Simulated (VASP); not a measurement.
# TiAl3 (sol) (Pmm2) in VASP: a series of runs

TiAl3 (sol) is run at these levels: PBEsol; tasks: single point.

All numbers are computed with VASP 6.6.1; they aren't measurements. Logs are shortened: lines on timing, memory, paths and dates and some standing lists are left out, and cuts for length are marked.

### Step 1. The cell of the first run

The structure is orthorhombic, space group Pmm2 (No. 25). Conventional cell: a = 2.840 Å, b = 4.681 Å, c = 4.901 Å, α = 90.00°, β = 90.00°, γ = 90.00°. Within 3.7 Å of Ti (site symmetry mm2) lie 10 Al at 2.83 to 2.85 Å and 2 Ti at 2.84 Å. Al (site symmetry mm2) has 4 Ti at 2.83 to 2.84 Å and 8 Al at 2.84 to 2.86 Å within 3.7 Å. Al (site symmetry mm2) has 8 Al at 2.81 to 2.86 Å and 4 Ti at 2.85 Å within 3.7 Å. Al (site symmetry mm2) has 10 Al at 2.81 to 2.86 Å and 2 Ti at 2.85 Å within 3.7 Å.

### Step 2. Single point, PBEsol

Contents of INCAR:

```
PREC = Accurate ; ENCUT = 520
EDIFF = 1E-6 ; ISMEAR = 0
SIGMA = 0.1 ; LREAL = F
LASPH = T ; NELM = 60
ALGO = Normal ; ISIF = 2
LWAVE = F ; LCHARG = F
GGA = PS ; NBANDS = 18
```

Contents of KPOINTS:

```
regular mesh
0
Gamma
  6 4 4
```

Contents of POSCAR:

```
TiAl3
1.0
    2.8396770000      0.0000000000      0.0000000000
    0.0000000000      4.6812640000      0.0000000000
    0.0000000000      0.0000000000      4.9007420000
Ti Al
1 3
Direct
    0.0000000000      0.5000000000      0.1659160000
    0.5000000000      0.5000000000      0.6672710000
    0.5000000000      0.0000000000      0.3309120000
    0.0000000000      0.0000000000      0.8359000000
```

Potentials or basis: VASP PAW PBE potentials, release 64 (Ti_sv, Al).

The run is started by

```console
> cat potpaw_PBE.64/Ti_sv/POTCAR potpaw_PBE.64/Al/POTCAR > POTCAR
> mpirun -np 1 vasp_std > vasp.out
```

OUTCAR:

```text
PREC = Accurate
   ENCUT = 520
   EDIFF = 1E-6
   ISMEAR = 0
   LREAL = F
   LASPH = T
   NELM = 60
   ISIF = 2
   GGA = PS

 ion  position               nearest neighbor table
   1  0.000  0.500  0.166-   2 2.83   2 2.83   2 2.84   2 2.84   4 2.85   4 2.85   3 2.85   3 2.85
                             3 2.85   3 2.85
   2  0.500  0.500  0.667-   1 2.83   1 2.83   1 2.84   1 2.84   4 2.86   4 2.86   4 2.86   4 2.86
                             3 2.86   3 2.86
   3  0.500  0.000  0.331-   4 2.81   4 2.81   4 2.85   4 2.85   1 2.85   1 2.85   1 2.85   1 2.85
                             2 2.86   2 2.86
   4  0.000  0.000  0.836-   3 2.81   3 2.81   1 2.85   1 2.85   3 2.85   3 2.85   2 2.86   2 2.86
                             2 2.86   2 2.86

  LATTYP: Found a simple orthorhombic cell.
 ALAT       =     2.8396770000
 B/A-ratio  =     1.6485198845
 C/A-ratio  =     1.7258096607

  Lattice vectors:

 A1 = (   2.8396770000,   0.0000000000,   0.0000000000)
 A2 = (   0.0000000000,   4.6812640000,   0.0000000000)
 A3 = (   0.0000000000,   0.0000000000,   4.9007420000)

Analysis of symmetry for initial positions (statically):
=====================================================================
 Subroutine PRICEL returns:
 Original cell was already a primitive cell.

 Routine SETGRP: Setting up the symmetry group for a
 simple orthorhombic supercell.

 Subroutine GETGRP returns: Found  4 space group operations
 (whereof  4 operations were pure point group operations)
 out of a pool of  8 trial point group operations.

The static configuration has the point symmetry C_2v.

Analysis of symmetry for dynamics (positions and initial velocities):
=====================================================================
 Subroutine PRICEL returns:
 Original cell was already a primitive cell.

 Routine SETGRP: Setting up the symmetry group for a
 simple orthorhombic supercell.

 Subroutine GETGRP returns: Found  4 space group operations
 (whereof  4 operations were pure point group operations)
 out of a pool of  8 trial point group operations.

The dynamic configuration has the point symmetry C_2v.

 Subroutine INISYM returns: Found  4 space group operations
 (whereof  4 operations are pure point group operations),
 and found     1 'primitive' translations

----------------------------------------------------------------------------------------

                                     Primitive cell

  volume of cell :      65.1469

  direct lattice vectors                    reciprocal lattice vectors
     2.839677000  0.000000000  0.000000000     0.352152727  0.000000000  0.000000000
     0.000000000  4.681264000  0.000000000     0.000000000  0.213617519  0.000000000
     0.000000000  0.000000000  4.900742000     0.000000000  0.000000000  0.204050734

  length of vectors
     2.839677000  4.681264000  4.900742000     0.352152727  0.213617519  0.204050734

  position of ions in fractional coordinates (direct lattice)
     0.000000000  0.500000000  0.165916000
     0.500000000  0.500000000  0.667271000
     0.500000000  0.000000000  0.330912000
     0.000000000  0.000000000  0.835900000

  ion indices of the primitive-cell ions
   primitive index   ion index
                 1           1
                 2           2
                 3           3
                 4           4

----------------------------------------------------------------------------------------

 KPOINTS: regular mesh

Automatic generation of k-mesh.
 Grid dimensions read from file:
 generate k-points for:    6    4    4

 Generating k-lattice:

  Cartesian coordinates                     Fractional coordinates (reciprocal lattice)
     0.058692121  0.000000000  0.000000000     0.166666667  0.000000000  0.000000000
     0.000000000  0.053404380  0.000000000     0.000000000  0.250000000  0.000000000
     0.000000000  0.000000000  0.051012683     0.000000000  0.000000000  0.250000000

  Length of vectors
     0.058692121  0.053404380  0.051012683

  Shift w.r.t. Gamma in fractional coordinates (k-lattice)
     0.000000000  0.000000000  0.000000000

 Subroutine IBZKPT returns following result:
 ===========================================

 Found     36 irreducible k-points:

 Following reciprocal coordinates:
            Coordinates               Weight
  0.000000  0.000000  0.000000      1.000000
  0.166667  0.000000  0.000000      2.000000
  0.333333  0.000000  0.000000      2.000000
  0.500000  0.000000  0.000000      1.000000
  0.000000  0.250000  0.000000      2.000000
  0.166667  0.250000  0.000000      4.000000
[... 16 lines left out ...]
  0.333333  0.500000  0.250000      4.000000
  0.500000  0.500000  0.250000      2.000000
 [... further k-points ...]
   k-points           NKPTS =     36   k-points in BZ     NKDIM =     36   number of bands    NBANDS=     18
   number of dos      NEDOS =    301   number of ions     NIONS =      4
   total plane-waves  NPLWV =  31104
   dimension x,y,z NGX =    24 NGY =   36 NGZ =   36
   dimension x,y,z NGXF=    48 NGYF=   72 NGZF=   72
   ions per type =               1   3
   NGX,Y,Z   is equivalent  to a cutoff of  14.05, 12.78, 12.21 a.u.
   NGXF,Y,Z  is equivalent  to a cutoff of  28.10, 25.57, 24.42 a.u.
 SYSTEM =  unknown system
   PREC   = accura    normal or accurate (medium, high low for compatibility)
   ISTART =      0    job   : 0-new  1-cont  2-samecut
   ICHARG =      2    charge: 1-file 2-atom 10-const
   ISPIN  =      1    spin polarized calculation?
   LNONCOLLINEAR =      F non collinear calculations
   LSORBIT =      F    spin-orbit coupling
   LASPH  =      T    aspherical Exc in radial PAW
   ENCUT  =  520.0 eV  38.22 Ry    6.18 a.u.   5.28  8.70  9.11*2*pi/ulx,y,z
   NELM   =     60;   NELMIN=  2; NELMDL= -5     # of ELM steps
   EDIFF  = 0.1E-05   stopping-criterion for ELM
   LREAL  =      F    real-space projection
   EDIFFG = 0.1E-04   stopping-criterion for IOM
   NSW    =      0    number of steps for IOM
   IBRION =     -1    ionic relax: 0-MD 1-quasi-New 2-CG
   NFREE  =      0    steps in history (QN), initial steepest desc. (CG)
   ISIF   =      2    stress and relaxation
   ISYM   =      2    0-nonsym 1-usesym 2-fastsym
   POTIM  = 0.5000    time-step for ionic-motion
   TEBEG  =    0.0;   TEEND  =   0.0 temperature during run
   PSTRESS=    0.0 pullay stress
   NELECT =      21.0000    total number of electrons
   NUPDOWN=      -1.0000    fix difference up-down
   EMIN   =  10.00;   EMAX   =-10.00  energy-range for DOS
   EFERMI =   0.00;   METHOD = LEGACY
   ISMEAR =     0;   SIGMA  =   0.10  broadening in eV -4-tet -1-fermi 0-gaus
   EFERMI_NEDOS =   21; number of points for ismear=-14 and -15
   IALGO  =     38    algorithm
   IMIX   =      4    mixing-type and parameters
     AMIX     =   0.40;   BMIX     =  1.00
     AMIX_MAG =   1.60;   BMIX_MAG =  1.00
  volume/ion in A,a.u.               =      16.29       109.91
  Fermi-wavevector in a.u.,A,eV,Ry     =   1.122492  2.121202 17.143184  1.259988
  Thomas-Fermi vector in A             =   2.259152
   LORBIT       =      0    0 simple, 1 ext, 2 COOP (PROOUT), +10 PAW based schemes
   GGA     = PS    functional components
   LHFCALC =     F    Hartree Fock is set to
   AEXX    =    0.0000 exact exchange contribution
   IVDW    =     0    specifies the selected vdW correction
   LEPSILON=     F    determine dielectric tensor
   LRPA    =     F    only Hartree local field effects (RPA)
 non-spin polarized calculation
 Gauss-broadening in eV      SIGMA  =   0.10
  energy-cutoff  :      520.00
  volume of cell :       65.15
 maximum number of plane-waves:      1776
 NGX is ok and might be reduce to    24
   NGX = 11   NGY = 17   NGZ = 19

 number of electron      21.0000004 magnetization

 Free energy of the ion-electron system (eV)
  ---------------------------------------------------
  ext. energy  EPLUGINS =         0.00000000
  ---------------------------------------------------
  free energy    TOTEN  =       -21.60914426 eV

  energy without entropy =      -21.59299264  energy(sigma->0) =      -21.60106845

 E-fermi :   8.0718     XC(G=0): -10.7135

 val. band max:        8.0711887229   @ k =   0.5000   0.2500   0.0000
 cond. band min:       8.0836169921   @ k =   0.1667   0.0000   0.5000
 fundamental gap:      0.0124282692
 Fermi energy:         8.0718375208

 k-point     1 :       0.0000    0.0000    0.0000
  band No.  band energies     occupation
      1     -48.3014      2.00000
      2     -24.7339      2.00000
      3     -24.7136      2.00000
      4     -24.3667      2.00000
      5      -2.1363      2.00000
      6       2.9261      2.00000
[... 10 lines left out ...]
     17      13.9934      0.00000
     18      14.3697      0.00000

 k-point     2 :       0.1667    0.0000    0.0000
  band No.  band energies     occupation
      1     -48.2879      2.00000
      2     -24.7204      2.00000
      3     -24.7004      2.00000
      4     -24.4800      2.00000
      5      -1.6192      2.00000
      6       3.3900      2.00000
[... 10 lines left out ...]
     17      12.1673      0.00000
     18      13.9897      0.00000

 k-point     3 :       0.3333    0.0000    0.0000
  band No.  band energies     occupation
      1     -48.2608      2.00000
      2     -24.7021      2.00000
      3     -24.6933      2.00000
      4     -24.6738      2.00000
      5      -0.0979      2.00000
      6       4.7077      2.00000
[... 10 lines left out ...]
     17      12.4830      0.00000
     18      12.9433      0.00000

 k-point     4 :       0.5000    0.0000    0.0000
  band No.  band energies     occupation
      1     -48.2471      2.00000
      2     -24.8109      2.00000
      3     -24.6798      2.00000
      4     -24.6605      2.00000
      5       2.3172      2.00000
      6       2.3796      2.00000
[... 375 lines left out ...]
      4     -24.4798      2.00000
      5      -0.0572      2.00000
      6       0.9441      2.00000
[... 10 lines left out ...]
     17      13.3133      0.00000
     18      13.7712      0.00000

 k-point    23 :       0.3333    0.5000    0.2500
  band No.  band energies     occupation
      1     -48.2607      2.00000
      2     -24.7016      2.00000
      3     -24.6938      2.00000
      4     -24.6764      2.00000
      5       1.3536      2.00000
      6       2.3724      2.00000
[... 10 lines left out ...]
     17      12.3754      0.00000
     18      13.8748      0.00000

 k-point    24 :       0.5000    0.5000    0.2500
  band No.  band energies     occupation
      1     -48.2471      2.00000
      2     -24.8103      2.00000
      3     -24.6801      2.00000
      4     -24.6627      2.00000
      5       3.2921      2.00000
      6       4.0436      2.00000
[... 10 lines left out ...]
     17      12.9997      0.00000
     18      13.0551      0.00000

 [... further k-points ...]

------------------------ aborting loop because EDIFF is reached ----------------------------------------

  FORCE on cell =-STRESS in cart. coord.  units (eV):
  Direction    XX          YY          ZZ          XY          YZ          ZX
  --------------------------------------------------------------------------------------
  -------------------------------------------------------------------------------------
  Total       -1.5192601     -0.9756791     -0.4103407      0.0000000      0.0000000      0.0000000
  in kB      -37.3636061    -23.9951599    -10.0916280      0.0000000      0.0000000      0.0000000
  external PRESSURE =     -23.8167980 kB  Pullay stress =       0.0000000 kB

 VOLUME and BASIS-vectors are now :
 -----------------------------------------------------------------------------
  energy-cutoff  :      520.00
  volume of cell :       65.15
      direct lattice vectors                 reciprocal lattice vectors
     2.839677000  0.000000000  0.000000000     0.352152727  0.000000000  0.000000000
     0.000000000  4.681264000  0.000000000     0.000000000  0.213617519  0.000000000
     0.000000000  0.000000000  4.900742000     0.000000000  0.000000000  0.204050734

 POSITION                                       TOTAL-FORCE (eV/Angst)
 -----------------------------------------------------------------------------------
      0.00000      2.34063      0.81311         0.000000      0.000000     -0.053425
      1.41984      2.34063      3.27012         0.000000      0.000000     -0.015688
      1.41984      0.00000      1.62171         0.000000      0.000000     -0.040381
      0.00000      0.00000      4.09653         0.000000      0.000000      0.109494
 -----------------------------------------------------------------------------------
    total drift:                               -0.000000      0.000000      0.000268

  FREE ENERGIE OF THE ION-ELECTRON SYSTEM (eV)
  ---------------------------------------------------
  free  energy   TOTEN  =       -21.6091442566 eV

  energy  without entropy=      -21.5929926429  energy(sigma->0) =      -21.60106845
```

Wall time 15 s (1 thread of AMD EPYC 9R45 (Zen 5), shared host); peak memory 0.16 GiB.

What came out:

| Property | Result |
| --- | --- |
| Free energy | -21.6091 eV |
| Pressure | -2.4 GPa |
| Largest force | 0.109 eV/Å |

Forces on the atoms (eV/Å):
```
Ti   0.000  0.000 -0.053
Al   0.000  0.000 -0.016
Al   0.000  0.000 -0.040
Al   0.000  0.000  0.109
```

Stress tensor (GPa, compression positive):
```
-3.74  0.00  0.00
 0.00 -2.40  0.00
 0.00  0.00 -1.01
```

Caveat: the k points lie up to 0.37 Å⁻¹ apart; the PAW data sets were made with another functional, which shifts forces and pressure a little.

### Step 3. Single point, PBEsol

This run uses another cell than the first one, of 15.89 Å³/atom, 0.976 times its volume.

Contents of INCAR:

```
PREC = Accurate
ENCUT = 520
EDIFF = 1E-6
ISMEAR = 0
SIGMA = 0.1
LREAL = False
LASPH = True
NELM = 100
ALGO = Fast
ISIF = 2
LWAVE = False
LCHARG = False
GGA = PS
NBANDS = 18
```

Contents of KPOINTS:

```
regular mesh
0
Gamma
  14 10 10
```

Contents of POSCAR:

```
TiAl3
1.0
    2.7813903785      0.0000000000      0.0000000000
    0.0000000000      4.6707687003      0.0000000000
    0.0000000000      0.0000000000      4.8925418221
Ti Al
1 3
Direct
    0.0000000000      0.5000000000      0.1631808442
    0.5000000000      0.5000000000      0.6640624778
    0.5000000000      0.0000000000      0.3330837303
    0.0000000000      0.0000000000      0.8396719477
```

Potentials or basis: VASP PAW PBE potentials, release 64 (Ti_sv, Al).

The run is started by

```console
> cat potpaw_PBE.64/Ti_sv/POTCAR potpaw_PBE.64/Al/POTCAR > POTCAR
> mpirun -np 1 vasp_std > vasp.out
```

It took 4.5 min on 1 thread of AMD EPYC 9R45 (Zen 5), shared host; peak memory 0.38 GiB.

Results (log left out):

* Free energy: -21.6007 eV
* Pressure: 0.1 GPa

Forces on the atoms (eV/Å):
```
Ti   0.000  0.000  0.001
Al   0.000  0.000  0.001
Al   0.000  0.000  0.001
Al   0.000  0.000 -0.002
```

Levels at points of the mesh, in eV from the Fermi level:
```csv
k point,band 8,band 9,band 10,band 11,band 12,band 13,band 14,band 15
"(0.00, 0.00, 0.00)",-3.57,-2.70,-0.85,-0.43,2.52,2.59,2.67,2.76
"(0.50, 0.00, 0.00)",-1.95,-1.74,0.45,0.66,0.81,1.44,1.65,2.33
"(0.00, 0.50, 0.00)",-3.23,-2.05,-1.55,-0.19,2.45,2.53,2.70,3.11
"(0.50, 0.50, 0.00)",-3.18,-1.70,-0.47,-0.25,0.83,1.17,1.38,3.45
"(0.00, 0.00, 0.50)",-2.32,-2.17,-1.12,-0.33,2.30,2.43,2.60,3.21
"(0.50, 0.00, 0.50)",-3.36,-1.33,-0.13,-0.12,0.61,1.28,1.99,3.37
"(0.00, 0.50, 0.50)",-4.85,-0.21,-0.07,0.73,2.45,2.48,3.61,4.91
"(0.50, 0.50, 0.50)",-3.21,-2.75,-2.68,-0.64,-0.18,1.09,2.15,2.40
```

Caveat: the PAW data sets were made with another functional, which shifts forces and pressure a little.
